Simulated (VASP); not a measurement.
Write the native input for VASP 6.6.1 that does the following.

| Quantity | Value |
| --- | --- |
| Task | single point |
| Functional | PBEsol |
| Potentials or basis | VASP PAW PBE potentials, release 64 (Ba_sv, Zr_sv, O) |
| Cutoff | 600 eV |
| k mesh | 6 × 6 × 6 |
| Occupations | gaussian, width 0.02 eV |
| Spin | no spin polarisation |
| Dipole correction | no |
| Further INCAR settings | ALGO = Normal; EDIFF = 1e-06; NBANDS = 28 |

The structure of BaZrO3 (a.b) lies in POSCAR:

```
BaZrO3
1.0
    4.1807189703      0.0000000000      0.0000000000
    0.0000000000      4.1807189703      0.0000000000
    0.0000000000      0.0000000000      4.1807189703
Ba Zr O
1 1 3
Direct
    0.0000000000      0.0000000000      0.0000000000
    0.5000000000      0.5000000000      0.5000000000
    0.5000000000      0.5000000000      0.0000000000
    0.0000000000      0.5000000000      0.5000000000
    0.5000000000      0.0000000000      0.5000000000
```

One way to write it, as run:

INCAR

```
SYSTEM = BaZrO3
ALGO = Normal
EDIFF = 1E-6
ENCUT = 600
GGA = PS
GGA_COMPAT = .FALSE.
ISIF = 2
ISMEAR = 0
LASPH = .TRUE.
LCHARG = .FALSE.
LREAL = .FALSE.
LWAVE = .FALSE.
NBANDS = 28
NELM = 120
PREC = Accurate
SIGMA = 0.02
```

KPOINTS

```
k-points
0
G
  6 6 6
  0 0 0
```

Potentials or basis: VASP PAW PBE potentials, release 64 (Ba_sv, Zr_sv, O).

The run is started by

```bash
$ cat potpaw_PBE.64/Ba_sv/POTCAR potpaw_PBE.64/Zr_sv/POTCAR potpaw_PBE.64/O/POTCAR > POTCAR
$ mpirun -np 1 vasp_std > vasp.out
```

It gave:

```yaml
Pressure: 1.0 GPa
Band_gap_on_the_k_mesh: 3.12 eV, indirect (least direct gap 3.34 eV)
```

Caveat: the PAW data sets were made with another functional, which shifts forces and pressure a little; spin-orbit coupling is left out, which moves the levels of the heavy elements.

Run time: 42 s on 1 thread of Intel(R) Xeon(R) Platinum 8375C CPU @ 2.90GHz (Ice Lake) (shared host), peak memory 0.23 GiB.
